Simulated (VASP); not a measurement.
Wanted: the native input for a VASP 6.6.1 run.

```
Task                    : single point
Functional              : PBEsol
Potentials or basis     : VASP PAW PBE potentials, release 64 (W_sv)
Cutoff                  : 520 eV
k mesh                  : 16 × 16 × 16
Occupations             : fermi-dirac, width 0.1 eV
Spin                    : no spin polarisation
Dipole correction       : no
k mesh for the DOS      : 24 × 24 × 24
Occupations for the DOS : tetrahedron
Further INCAR settings  : ALGO = Normal; EDIFF = 1e-06
```

The system is W.

```
W
1.0
     0.00000    2.70673    0.00000
     2.70673    0.00000    0.00000
     1.35336    1.35336   -2.07614
W
1
Cartesian
  0.0000 0.0000 0.0000
```

These files were run (other wordings do the same):

POSCAR

```
W
1.0
    0.0000000000      2.7067280000      0.0000000000
    2.7067280000      0.0000000000      0.0000000000
    1.3533640000      1.3533640000     -2.0761410000
W
1
Direct
    0.0000000000      0.0000000000      0.0000000000
```

INCAR.step1

```
SYSTEM = W
PREC = Accurate ; ENCUT = 520
EDIFF = 1E-6 ; ISMEAR = -1
SIGMA = 0.1 ; LREAL = .False.
LASPH = .True. ; NELM = 80
ALGO = Normal ; ISIF = 2
LWAVE = .False. ; LCHARG = .True.
LMAXMIX = 4 ; GGA = PS
NBANDS = 13
```

KPOINTS.step1

```
Automatic mesh
0
Gamma
  16 16 16
  0 0 0
```

INCAR.step2

```
SYSTEM = W
PREC = Accurate ; ENCUT = 520
EDIFF = 1E-6 ; ISMEAR = -5
SIGMA = 0.1 ; LREAL = .False.
LASPH = .True. ; NELM = 80
ALGO = Normal ; ISIF = 2
LWAVE = .False. ; LCHARG = .False.
LMAXMIX = 4 ; GGA = PS
LORBIT = 11 ; NEDOS = 2001
ICHARG = 11
```

KPOINTS.step2

```
Automatic mesh
0
Gamma
  24 24 24
  0 0 0
```

Potentials or basis: VASP PAW PBE potentials, release 64 (W_sv).

The run is started by

```sh
$ cat potpaw_PBE.64/W_sv/POTCAR > POTCAR
$ cp INCAR.step1 INCAR
$ cp KPOINTS.step1 KPOINTS
$ mpirun -np 1 vasp_std > vasp.out
$ cp INCAR.step2 INCAR
$ cp KPOINTS.step2 KPOINTS
$ mpirun -np 1 vasp_std > vasp.out
```

It gave:

The valence electrons inside the program's atomic spheres are W 12.22.

Run time: 51 s on 1 thread of Intel(R) Xeon(R) 6975P-C (Granite Rapids), with other jobs on the host, peak memory 0.31 GiB.
